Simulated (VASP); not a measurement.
# LiMgBN2: single point with PBEsol

The system is LiMgBN2.

```
Li Mg B N
1.0
     5.19985    0.00000    0.00000
     2.39455    4.61569    0.00000
    -3.79720   -2.30784    2.70066
Li Mg B N
1 1 1 2
Direct
  0.25000 0.75000 0.50000
  0.75000 0.25000 0.50000
  0.50000 0.50000 0.00000
  0.65126 0.65126 0.00000
  0.34874 0.34874 0.00000
```

- Program: VASP 6.6.1
- Task: single point
- Functional: PBEsol
- Potentials or basis: VASP PAW PBE potentials, release 64 (Li_sv, Mg, B, N)
- Cutoff: 520 eV
- k mesh: 8 × 8 × 8
- Occupations: gaussian, width 0.01 eV
- Spin: no spin polarisation
- Dipole correction: no
- Further INCAR settings: ALGO = Normal; EDIFF = 1e-06; NBANDS = 17

- Largest force: 0.133 eV/Å
- Band gap on the k mesh: 2.47 eV, indirect (least direct gap 3.38 eV)

Forces on the atoms (eV/Å):
```
Li   0.000  0.000  0.000
Mg   0.000  0.000  0.000
B    0.000  0.000  0.000
N    0.114  0.069  0.000
N   -0.114 -0.069  0.000
```

Levels at points of the mesh, in eV from the valence-band top:
| k point | band 7 | band 8 | band 9 | band 10 | band 11 | band 12 |
| --- | --- | --- | --- | --- | --- | --- |
| (0.00, 0.00, 0.00) | -2.13 | -1.37 | -1.37 | 2.47 | 5.93 | 7.82 |
| (0.50, 0.00, 0.00) | -2.38 | -1.12 | -0.64 | 5.23 | 5.60 | 7.05 |
| (0.50, 0.50, 0.00) | -2.99 | -1.93 | -0.45 | 4.93 | 5.59 | 6.65 |
| (0.50, 0.50, 0.50) | -2.93 | 0.00 | 0.00 | 3.38 | 6.26 | 6.51 |

Run time: 93 s on 1 thread of Intel Xeon 6975P-C, with other jobs on the host, peak memory 0.28 GiB.

Caveat: the PAW data sets were made with another functional, which shifts forces and pressure a little. A k mesh can miss the band edges.
